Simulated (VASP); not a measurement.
Set up this calculation in VASP 6.6.1, as the native input.

| Item | Value |
| --- | --- |
| Task | single point |
| Functional | b88 exchange, pbe correlation |
| Potentials or basis | VASP PAW PBE potentials, release 64 (Sn_d, O) |
| Cutoff | 600 eV |
| k mesh | 7 × 7 × 6 |
| Occupations | fermi-dirac, width 0.05 eV |
| Spin | no spin polarisation |
| Dipole correction | no |
| Further INCAR settings | ALGO = Normal; EDIFF = 1e-06; NBANDS = 28 |

The structure of SnO lies in POSCAR:

```
SnO
1.0
    3.8389522158      0.0000000000      0.0000000000
    0.0000000000      3.8389522158      0.0000000000
    0.0000000000      0.0000000000      4.9192779074
Sn O
2 2
Direct
    0.5000000000      0.0000000000      0.7646261400
    0.0000000000      0.5000000000      0.2353738600
    0.0000000000      0.0000000000      0.0000000000
    0.5000000000      0.5000000000      0.0000000000
```

The input as run:

INCAR

```
PREC = Accurate ; ENCUT = 600
EDIFF = 1E-6 ; ISMEAR = -1
SIGMA = 0.05 ; LREAL = F
LASPH = T ; NELM = 120
ALGO = Normal ; ISIF = 2
LWAVE = F ; LCHARG = F
GGA = LIBXC ; LIBXC1 = GGA_X_B88
LIBXC2 = GGA_C_PBE ; NBANDS = 28
GGA_COMPAT = F
```

KPOINTS

```
Automatic mesh
0
Gamma
  7 7 6
```

Potentials or basis: VASP PAW PBE potentials, release 64 (Sn_d, O).

Command:

```sh
$ cat potpaw_PBE.64/Sn_d/POTCAR potpaw_PBE.64/O/POTCAR > POTCAR
$ mpirun -np 1 vasp_std > vasp.out
```

Results of the run:

| Item | Value |
| --- | --- |
| Pressure | 1.6 GPa |
| Largest force | 0.144 eV/Å |
| Band gap on the k mesh | 0.47 eV (least direct gap 2.03 eV) |

Caveat: the PAW data sets were made with another functional, which shifts forces and pressure a little; spin-orbit coupling is left out, which moves the levels of the heavy elements; an odd mesh through Γ misses points on the zone boundary, where band edges can lie.

Wall time 47 s on 1 thread of AMD EPYC 9R45 96-Core Processor (Zen 5) (shared host), peak memory 0.21 GiB.
